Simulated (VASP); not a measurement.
# MgF2 (P4_2/mnm) in VASP: notebook

MgF2 is run at these levels: r2SCAN; tasks: single point.

All numbers are computed with VASP 6.6.1; they aren't measurements. Logs are shortened: lines on timing, memory, paths and dates and some standing lists are left out, and cuts for length are marked.

### Step 1. The cell of the first run

The structure is tetragonal, space group P4_2/mnm (No. 136). Conventional cell: a = 4.576 Å, b = 4.576 Å, c = 3.066 Å, α = 90.00°, β = 90.00°, γ = 90.00°. Mg (site symmetry mmm) has 6 F at 1.96 to 1.99 Å within 2.6 Å. F (site symmetry m2m) has 3 Mg at 1.96 to 1.99 Å and 1 F at 2.55 Å within 2.6 Å.

### Step 2. Single point, r2SCAN (epitaxial xy strain -1.0%)

The input, POSCAR:

```
MgF2
1.0
    4.5757958346      0.0000000000      0.0000000000
    0.0000000000      4.5757958346      0.0000000000
    0.0000000000      0.0000000000      3.0661825749
Mg F
2 4
Direct
    0.0000000000      0.0000000000      0.0000000000
    0.5000000000      0.5000000000      0.5000000000
    0.3031370265      0.3031370265      0.0000000000
    0.1968629735      0.8031370265      0.5000000000
    0.8031370265      0.1968629735      0.5000000000
    0.6968629735      0.6968629735      0.0000000000
```

The input, INCAR.step1:

```
SYSTEM = MgF2
  PREC = Accurate
  ENCUT = 660
  ISMEAR = 0
  SIGMA = 0.01
  LREAL = .False.
  LASPH = .True.
  NELM = 120
  NBANDS = 25
  GGA = PE
  ALGO = Normal
  EDIFF = 1E-5
  LWAVE = .True.
  LCHARG = .False.
  GGA_COMPAT = .False.
```

The input, INCAR.step2:

```
SYSTEM = MgF2
  PREC = Accurate
  ENCUT = 660
  EDIFF = 1E-6
  ISMEAR = 0
  SIGMA = 0.01
  LREAL = .False.
  LASPH = .True.
  NELM = 120
  ALGO = Normal
  ISIF = 2
  LWAVE = .False.
  LCHARG = .False.
  METAGGA = R2SCAN
  LMIXTAU = .True.
  NBANDS = 25
  ISTART = 1
  GGA_COMPAT = .False.
```

The input, KPOINTS:

```
Automatic mesh
0
Gamma
  6 6 8
  0 0 0
```

Potentials or basis: VASP PAW PBE potentials, release 64 (Mg, F).

Launch:

```
$ cat potpaw_PBE.64/Mg/POTCAR potpaw_PBE.64/F/POTCAR > POTCAR
$ cp INCAR.step1 INCAR
$ mpirun -np 1 vasp_std > vasp.out
$ cp INCAR.step2 INCAR
$ mpirun -np 1 vasp_std > vasp.out
```

OUTCAR:

```text
SYSTEM = MgF2
   PREC = Accurate
   ENCUT = 660
   EDIFF = 1E-6
   ISMEAR = 0
   LREAL = .False.
   LASPH = .True.
   NELM = 120
   ISIF = 2
   METAGGA = R2SCAN
   ISTART = 1

 ion  position               nearest neighbor table
   1  0.000  0.000  0.000-   6 1.96   3 1.96   5 1.99   4 1.99   4 1.99   5 1.99   2 3.58   2 3.58
                             2 3.58   2 3.58   2 3.58   2 3.58   2 3.58   2 3.58
   2  0.500  0.500  0.500-   4 1.96   5 1.96   3 1.99   3 1.99   6 1.99   6 1.99   1 3.58   1 3.58
                             1 3.58   1 3.58   1 3.58   1 3.58   1 3.58   1 3.58
   3  0.303  0.303  0.000-   1 1.96   2 1.99   2 1.99
   4  0.197  0.803  0.500-   2 1.96   1 1.99   1 1.99
   5  0.803  0.197  0.500-   2 1.96   1 1.99   1 1.99
   6  0.697  0.697  0.000-   1 1.96   2 1.99   2 1.99

  LATTYP: Found a simple tetragonal cell.
 ALAT       =     4.5757958346
 C/A-ratio  =     0.6700872779

  Lattice vectors:

 A1 = (   4.5757958346,   0.0000000000,   0.0000000000)
 A2 = (   0.0000000000,   4.5757958346,   0.0000000000)
 A3 = (   0.0000000000,   0.0000000000,   3.0661825749)

Analysis of symmetry for initial positions (statically):
=====================================================================
 Subroutine PRICEL returns:
 Original cell was already a primitive cell.

 Routine SETGRP: Setting up the symmetry group for a
 simple tetragonal supercell.

 Subroutine GETGRP returns: Found 16 space group operations
 (whereof  8 operations were pure point group operations)
 out of a pool of 16 trial point group operations.

The static configuration has the point symmetry D_2h.
 The point group associated with its full space group is D_4h.

Analysis of symmetry for dynamics (positions and initial velocities):
=====================================================================
 Subroutine PRICEL returns:
 Original cell was already a primitive cell.

 Routine SETGRP: Setting up the symmetry group for a
 simple tetragonal supercell.

 Subroutine GETGRP returns: Found 16 space group operations
 (whereof  8 operations were pure point group operations)
 out of a pool of 16 trial point group operations.

The dynamic configuration has the point symmetry D_2h.
 The point group associated with its full space group is D_4h.

 Subroutine INISYM returns: Found 16 space group operations
 (whereof  8 operations are pure point group operations),
 and found     1 'primitive' translations

----------------------------------------------------------------------------------------

                                     Primitive cell

  volume of cell :      64.1994

  direct lattice vectors                    reciprocal lattice vectors
     4.575795835  0.000000000  0.000000000     0.218541219  0.000000000  0.000000000
     0.000000000  4.575795835  0.000000000     0.000000000  0.218541219  0.000000000
     0.000000000  0.000000000  3.066182575     0.000000000  0.000000000  0.326138439

  length of vectors
     4.575795835  4.575795835  3.066182575     0.218541219  0.218541219  0.326138439

  position of ions in fractional coordinates (direct lattice)
     0.000000000  0.000000000  0.000000000
     0.500000000  0.500000000  0.500000000
     0.303137027  0.303137027  0.000000000
     0.196862973  0.803137026  0.500000000
     0.803137026  0.196862973  0.500000000
     0.696862974  0.696862974  0.000000000

  ion indices of the primitive-cell ions
   primitive index   ion index
                 1           1
                 2           2
                 3           3
                 4           4
                 5           5
                 6           6

----------------------------------------------------------------------------------------

 KPOINTS: Automatic mesh

Automatic generation of k-mesh.
 Grid dimensions read from file:
 generate k-points for:    6    6    8

 Generating k-lattice:

  Cartesian coordinates                     Fractional coordinates (reciprocal lattice)
     0.036423537  0.000000000  0.000000000     0.166666667  0.000000000  0.000000000
     0.000000000  0.036423537  0.000000000     0.000000000  0.166666667  0.000000000
     0.000000000  0.000000000  0.040767305     0.000000000  0.000000000  0.125000000

  Length of vectors
     0.036423537  0.036423537  0.040767305

  Shift w.r.t. Gamma in fractional coordinates (k-lattice)
     0.000000000  0.000000000  0.000000000

 Subroutine IBZKPT returns following result:
 ===========================================

 Found     50 irreducible k-points:

 Following reciprocal coordinates:
            Coordinates               Weight
  0.000000  0.000000  0.000000      1.000000
  0.166667  0.000000  0.000000      4.000000
  0.333333  0.000000  0.000000      4.000000
  0.500000  0.000000  0.000000      2.000000
  0.166667  0.166667  0.000000      4.000000
  0.333333  0.166667  0.000000      8.000000
[... 16 lines left out ...]
  0.333333  0.000000  0.250000      8.000000
  0.500000  0.000000  0.250000      4.000000
 [... further k-points ...]
   k-points           NKPTS =     50   k-points in BZ     NKDIM =     50   number of bands    NBANDS=     25
   number of dos      NEDOS =    301   number of ions     NIONS =      6
   total plane-waves  NPLWV =  44800
   dimension x,y,z NGX =    40 NGY =   40 NGZ =   28
   dimension x,y,z NGXF=    80 NGYF=   80 NGZF=   56
   ions per type =               2   4
   NGX,Y,Z   is equivalent  to a cutoff of  14.53, 14.53, 15.18 a.u.
   NGXF,Y,Z  is equivalent  to a cutoff of  29.07, 29.07, 30.36 a.u.
 SYSTEM =  MgF2
   PREC   = accura    normal or accurate (medium, high low for compatibility)
   ISTART =      1    job   : 0-new  1-cont  2-samecut
   ICHARG =      0    charge: 1-file 2-atom 10-const
   ISPIN  =      1    spin polarized calculation?
   LNONCOLLINEAR =      F non collinear calculations
   LSORBIT =      F    spin-orbit coupling
   LASPH  =      T    aspherical Exc in radial PAW
   ENCUT  =  660.0 eV  48.51 Ry    6.96 a.u.   9.59  9.59  6.42*2*pi/ulx,y,z
   NELM   =    120;   NELMIN=  2; NELMDL=  0     # of ELM steps
   EDIFF  = 0.1E-05   stopping-criterion for ELM
   LREAL  =      F    real-space projection
   EDIFFG = 0.1E-04   stopping-criterion for IOM
   NSW    =      0    number of steps for IOM
   IBRION =     -1    ionic relax: 0-MD 1-quasi-New 2-CG
   NFREE  =      0    steps in history (QN), initial steepest desc. (CG)
   ISIF   =      2    stress and relaxation
   ISYM   =      2    0-nonsym 1-usesym 2-fastsym
   POTIM  = 0.5000    time-step for ionic-motion
   TEBEG  =    0.0;   TEEND  =   0.0 temperature during run
   PSTRESS=    0.0 pullay stress
   NELECT =      32.0000    total number of electrons
   NUPDOWN=      -1.0000    fix difference up-down
   EMIN   =  10.00;   EMAX   =-10.00  energy-range for DOS
   EFERMI =   0.00;   METHOD = LEGACY
   ISMEAR =     0;   SIGMA  =   0.01  broadening in eV -4-tet -1-fermi 0-gaus
   EFERMI_NEDOS =   21; number of points for ismear=-14 and -15
   IALGO  =     38    algorithm
   IMIX   =      4    mixing-type and parameters
     AMIX     =   0.40;   BMIX     =  1.00
     AMIX_MAG =   1.60;   BMIX_MAG =  1.00
  volume/ion in A,a.u.               =      10.70        72.21
  Fermi-wavevector in a.u.,A,eV,Ry     =   1.298019  2.452900 22.923822  1.684853
  Thomas-Fermi vector in A             =   2.429374
   LORBIT       =      0    0 simple, 1 ext, 2 COOP (PROOUT), +10 PAW based schemes
   METAGGA = R2SCAN    functional components
   LHFCALC =     F    Hartree Fock is set to
   AEXX    =    0.0000 exact exchange contribution
   IVDW    =     0    specifies the selected vdW correction
   LEPSILON=     F    determine dielectric tensor
   LRPA    =     F    only Hartree local field effects (RPA)
 non-spin polarized calculation
 Gauss-broadening in eV      SIGMA  =   0.01
  energy-cutoff  :      660.00
  volume of cell :       64.20
 maximum number of plane-waves:      2505
 NGX is ok and might be reduce to    40
   NGX = 19   NGY = 19   NGZ = 13

 number of electron      32.0000005 magnetization

 Free energy of the ion-electron system (eV)
  ---------------------------------------------------
  ext. energy  EPLUGINS =         0.00000000
  ---------------------------------------------------
  free energy    TOTEN  =       -43.85432963 eV

  energy without entropy =      -43.85432963  energy(sigma->0) =      -43.85432963

 E-fermi :  -1.6500     XC(G=0): -10.3300

 val. band max:       -1.7602033751   @ k =   0.0000   0.0000   0.0000
 cond. band min:       6.3460117527   @ k =   0.0000   0.0000   0.0000
 fundamental gap:      8.1062151278
 Fermi energy:        -1.6500281589

 k-point     1 :       0.0000    0.0000    0.0000
  band No.  band energies     occupation
      1     -23.6760      2.00000
      2     -22.8538      2.00000
      3     -22.8538      2.00000
      4     -22.7705      2.00000
      5      -5.8376      2.00000
      6      -4.3206      2.00000
[... 17 lines left out ...]
     24      18.3608      0.00000
     25      18.3608      0.00000

 k-point     2 :       0.1667    0.0000    0.0000
  band No.  band energies     occupation
      1     -23.6303      2.00000
      2     -22.9444      2.00000
      3     -22.8417      2.00000
      4     -22.7437      2.00000
      5      -5.7343      2.00000
      6      -4.2747      2.00000
[... 17 lines left out ...]
     24      18.0627      0.00000
     25      18.4454      0.00000

 k-point     3 :       0.3333    0.0000    0.0000
  band No.  band energies     occupation
      1     -23.5022      2.00000
      2     -23.1179      2.00000
      3     -22.8100      2.00000
      4     -22.7420      2.00000
      5      -5.4629      2.00000
      6      -4.6686      2.00000
[... 17 lines left out ...]
     24      17.6351      0.00000
     25      18.1462      0.00000

 k-point     4 :       0.5000    0.0000    0.0000
  band No.  band energies     occupation
      1     -23.3183      2.00000
      2     -23.3183      2.00000
      3     -22.7707      2.00000
      4     -22.7707      2.00000
      5      -5.0947      2.00000
      6      -5.0947      2.00000
[... 17 lines left out ...]
     24      17.3007      0.00000
     25      18.0924      0.00000

 k-point     5 :       0.1667    0.1667    0.0000
  band No.  band energies     occupation
      1     -23.5868      2.00000
      2     -22.9735      2.00000
      3     -22.8678      2.00000
      4     -22.7376      2.00000
      5      -5.6376      2.00000
      6      -4.3385      2.00000
[... 17 lines left out ...]
     24      18.2273      0.00000
     25      18.2657      0.00000

 k-point     6 :       0.3333    0.1667    0.0000
  band No.  band energies     occupation
      1     -23.4655      2.00000
      2     -23.1096      2.00000
      3     -22.8470      2.00000
      4     -22.7550      2.00000
      5      -5.3853      2.00000
      6      -4.6763      2.00000
[... 17 lines left out ...]
     24      17.9030      0.00000
     25      18.1367      0.00000
[... 393 lines left out ...]
 k-point    21 :       0.0000    0.0000    0.2500
  band No.  band energies     occupation
      1     -23.4775      2.00000
      2     -22.8283      2.00000
      3     -22.8193      2.00000
      4     -22.8193      2.00000
      5      -5.4804      2.00000
      6      -4.1806      2.00000
[... 17 lines left out ...]
     24      17.2747      0.00000
     25      17.5685      0.00000

 k-point    22 :       0.1667    0.0000    0.2500
  band No.  band energies     occupation
      1     -23.4408      2.00000
      2     -22.9104      2.00000
      3     -22.8139      2.00000
      4     -22.7822      2.00000
      5      -5.4002      2.00000
      6      -4.3107      2.00000
[... 17 lines left out ...]
     24      16.9759      0.00000
     25      17.5931      0.00000

 k-point    23 :       0.3333    0.0000    0.2500
  band No.  band energies     occupation
      1     -23.3388      2.00000
      2     -23.0406      2.00000
      3     -22.7998      2.00000
      4     -22.7735      2.00000
      5      -5.1781      2.00000
      6      -4.5607      2.00000
[... 17 lines left out ...]
     24      16.2347      0.00000
     25      16.8473      0.00000

 k-point    24 :       0.5000    0.0000    0.2500
  band No.  band energies     occupation
      1     -23.1944      2.00000
      2     -23.1944      2.00000
      3     -22.7832      2.00000
      4     -22.7832      2.00000
      5      -4.8760      2.00000
      6      -4.8760      2.00000
[... 17 lines left out ...]
     24      15.8575      0.00000
     25      17.2874      0.00000

 [... further k-points ...]

------------------------ aborting loop because EDIFF is reached ----------------------------------------

  FORCE on cell =-STRESS in cart. coord.  units (eV):
  Direction    XX          YY          ZZ          XY          YZ          ZX
  --------------------------------------------------------------------------------------
  -------------------------------------------------------------------------------------
  Total        0.2504154      0.2504154     -0.6462392      0.0000000      0.0000000      0.0000000
  in kB        6.2494276      6.2494276    -16.1277069      0.0000000      0.0000000      0.0000000
  external PRESSURE =      -1.2096172 kB  Pullay stress =       0.0000000 kB

 VOLUME and BASIS-vectors are now :
 -----------------------------------------------------------------------------
  energy-cutoff  :      660.00
  volume of cell :       64.20
      direct lattice vectors                 reciprocal lattice vectors
     4.575795835  0.000000000  0.000000000     0.218541219  0.000000000  0.000000000
     0.000000000  4.575795835  0.000000000     0.000000000  0.218541219  0.000000000
     0.000000000  0.000000000  3.066182575     0.000000000  0.000000000  0.326138439

 POSITION                                       TOTAL-FORCE (eV/Angst)
 -----------------------------------------------------------------------------------
      0.00000      0.00000      0.00000         0.000000      0.000000     -0.000000
      2.28790      2.28790      1.53309         0.000000      0.000000     -0.000000
      1.38709      1.38709      0.00000         0.005241      0.005241      0.000000
      0.90080      3.67499      1.53309        -0.005241      0.005241     -0.000000
      3.67499      0.90080      1.53309         0.005241     -0.005241     -0.000000
      3.18870      3.18870      0.00000        -0.005241     -0.005241     -0.000000
 -----------------------------------------------------------------------------------
    total drift:                                0.000000      0.000000     -0.000000

  FREE ENERGIE OF THE ION-ELECTRON SYSTEM (eV)
  ---------------------------------------------------
  free  energy   TOTEN  =       -43.8543296319 eV

  energy  without entropy=      -43.8543296319  energy(sigma->0) =      -43.85432963
```

Wall time 6.8 min (1 thread of Oxide Virtual Turin-like, shared host); peak memory 0.23 GiB.

What came out:

```
Free energy            : -43.8543 eV
Pressure               : -0.1 GPa
Largest force          : 0.007 eV/Å
Band gap on the k mesh : 8.11 eV
```

Forces in eV/Å, atoms in the order of the input:
```
Mg   0.000  0.000  0.000
Mg   0.000  0.000  0.000
F    0.005  0.005  0.000
F   -0.005  0.005  0.000
F    0.005 -0.005  0.000
F   -0.005 -0.005  0.000
```

Stress tensor (GPa, compression positive):
```
 0.62  0.00  0.00
 0.00  0.62  0.00
 0.00  0.00 -1.61
```

Caveat: the cell differs from its parent crystal (epitaxial xy strain -1.0%); the structure was generated, so it needn't be the stable form of MgF2; the PAW data sets were made with another functional, which shifts forces and pressure a little.

### Step 3. Single point, r2SCAN (epitaxial xy strain +1.0%)

The input, POSCAR:

```
MgF2
1.0
    4.6682361545      0.0000000000      0.0000000000
    0.0000000000      4.6682361545      0.0000000000
    0.0000000000      0.0000000000      3.0276291993
Mg F
2 4
Direct
    0.0000000000      0.0000000000      0.0000000000
    0.5000000000      0.5000000000      0.5000000000
    0.3029505751      0.3029505751      0.0000000000
    0.1970494249      0.8029505751      0.5000000000
    0.8029505751      0.1970494249      0.5000000000
    0.6970494249      0.6970494249      0.0000000000
```

The input, INCAR.step1:

```
PREC     = Accurate       # precision mode
ENCUT    = 660            # plane-wave cutoff, eV
ISMEAR   = 0              # smearing method
SIGMA    = 0.01           # smearing width, eV
LREAL    = False          # projectors in reciprocal space
LASPH    = True           # aspherical terms in the spheres
NELM     = 120            # most SCF steps
NBANDS   = 25             # bands
GGA      = PE             # functional
ALGO     = Normal         # electronic algorithm
EDIFF    = 1E-5           # SCF threshold, eV
LWAVE    = True           # write WAVECAR
LCHARG   = False          # write CHGCAR
GGA_COMPAT= False
```

The input, INCAR.step2:

```
PREC     = Accurate       # precision mode
ENCUT    = 660            # plane-wave cutoff, eV
EDIFF    = 1E-6           # SCF threshold, eV
ISMEAR   = 0              # smearing method
SIGMA    = 0.01           # smearing width, eV
LREAL    = False          # projectors in reciprocal space
LASPH    = True           # aspherical terms in the spheres
NELM     = 120            # most SCF steps
ALGO     = Normal         # electronic algorithm
ISIF     = 2              # what is computed and relaxed
LWAVE    = False          # write WAVECAR
LCHARG   = True           # write CHGCAR
METAGGA  = R2SCAN         # meta-GGA
LMIXTAU  = True         
LELF     = True           # ELF
LVHAR    = True         
NBANDS   = 25             # bands
ISTART   = 1            
GGA_COMPAT= False
```

The input, KPOINTS:

```
regular mesh
0
Gamma
  6 6 8
```

Potentials or basis: VASP PAW PBE potentials, release 64 (Mg, F).

Launch:

```
$ cat potpaw_PBE.64/Mg/POTCAR potpaw_PBE.64/F/POTCAR > POTCAR
$ cp INCAR.step1 INCAR
$ mpirun -np 1 vasp_std > vasp.out
$ cp INCAR.step2 INCAR
$ mpirun -np 1 vasp_std > vasp.out
```

Run time: 6.5 min. Hardware: 1 thread of Oxide Virtual Turin-like, shared host; peak memory 0.24 GiB.

The run converged. Its results:

```yaml
Free_energy: -43.8466 eV
Pressure: -2.7 GPa
Largest_force: 0.005 eV/Å
Band_gap_on_the_k_mesh: 7.96 eV
```

Forces in eV/Å, atoms in the order of the input:
```
Mg   0.000  0.000  0.000
Mg   0.000  0.000  0.000
F    0.003  0.003  0.000
F   -0.003  0.003  0.000
F    0.003 -0.003  0.000
F   -0.003 -0.003  0.000
```

Stress tensor (GPa, compression positive):
```
-3.32  0.00  0.00
 0.00 -3.32  0.00
 0.00  0.00 -1.49
```

Levels at points of the mesh, in eV from the valence-band top:
```csv
k point,band 13,band 14,band 15,band 16,band 17,band 18,band 19,band 20
"(0.00, 0.00, 0.00)",-0.71,-0.33,-0.33,0.00,7.96,13.22,13.22,14.88
"(0.50, 0.00, 0.00)",-0.95,-0.95,-0.38,-0.38,10.37,10.37,14.52,14.52
"(0.50, 0.50, 0.00)",-0.95,-0.95,-0.79,-0.79,12.14,12.14,12.18,12.18
"(0.00, 0.00, 0.50)",-1.12,-1.12,-0.85,-0.85,12.84,12.84,16.05,16.05
"(0.50, 0.00, 0.50)",-0.74,-0.74,-0.67,-0.67,13.70,13.70,14.53,14.53
"(0.50, 0.50, 0.50)",-0.62,-0.62,-0.49,-0.49,14.23,14.23,14.35,14.35
```

Caveat: the cell differs from its parent crystal (epitaxial xy strain +1.0%); the structure was generated, so it needn't be the stable form of MgF2; the PAW data sets were made with another functional, which shifts forces and pressure a little. A k mesh can miss the band edges.
